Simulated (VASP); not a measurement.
Here is a VASP 6.6.1 calculation.

INCAR

```
SYSTEM = Ti3SiO8
ALGO     = Normal         ! electronic algorithm
EDIFF    = 1E-6           ! SCF threshold, eV
ENCUT    = 520            ! plane-wave cutoff, eV
GGA      = PE             ! functional
ISIF     = 2              ! what is computed and relaxed
ISMEAR   = -1             ! smearing method
LASPH    = .TRUE.         ! aspherical terms in the spheres
LCHARG   = .FALSE.        ! write CHGCAR
LREAL    = .FALSE.        ! projectors in reciprocal space
LWAVE    = .FALSE.        ! write WAVECAR
NBANDS   = 56             ! bands
NELM     = 80             ! most SCF steps
PREC     = Accurate       ! precision mode
SIGMA    = 0.02           ! smearing width, eV
```

KPOINTS

```
k-points
0
G
  8 8 4
  0 0 0
```

POSCAR

```
Ti3SiO8
1.0
    5.0511451989     -1.8566323331      0.0068832501
    5.0511451989      1.8566323331      0.0068832501
   -2.6984669851      0.0000000000      6.8506935407
Ti O Si
3 8 1
Direct
   -0.0121247626     -0.0121247626     -0.0067441449
    0.2555569350      0.2555569350      0.3701846503
    0.0081446793      0.0081446793      0.5037309837
    0.4651556869      0.4651556869      0.4799937619
    0.2163324551      0.2163324551      0.0984144947
    0.0476240295      0.0476240295      0.2691074765
    0.7972135155      0.7972135155      0.4041333297
    0.4299975980      0.4299975980      0.9646223497
    0.2155807343      0.2155807343      0.6202410210
    0.0554762698      0.0554762698      0.7829631347
    0.7778535754      0.7778535754      0.8898945771
    0.2431892838      0.2431892838      0.8734583656
```

Potentials or basis: VASP PAW PBE potentials, release 64 (Ti_sv, O, Si).

Run with:

```console
$ cat potpaw_PBE.64/Ti_sv/POTCAR potpaw_PBE.64/O/POTCAR potpaw_PBE.64/Si/POTCAR > POTCAR
$ mpirun -np 1 vasp_std > vasp.out
```

(1) What does it give for the largest force?

(2) What does it give for the pressure?

(3) What does it give for the band gap on the k mesh?

Answers

(1) 0.171 eV/Å.

(2) 6.1 GPa.

(3) 2.09 eV (least direct gap 2.54 eV).

Caveat: the cell stands under pressure.
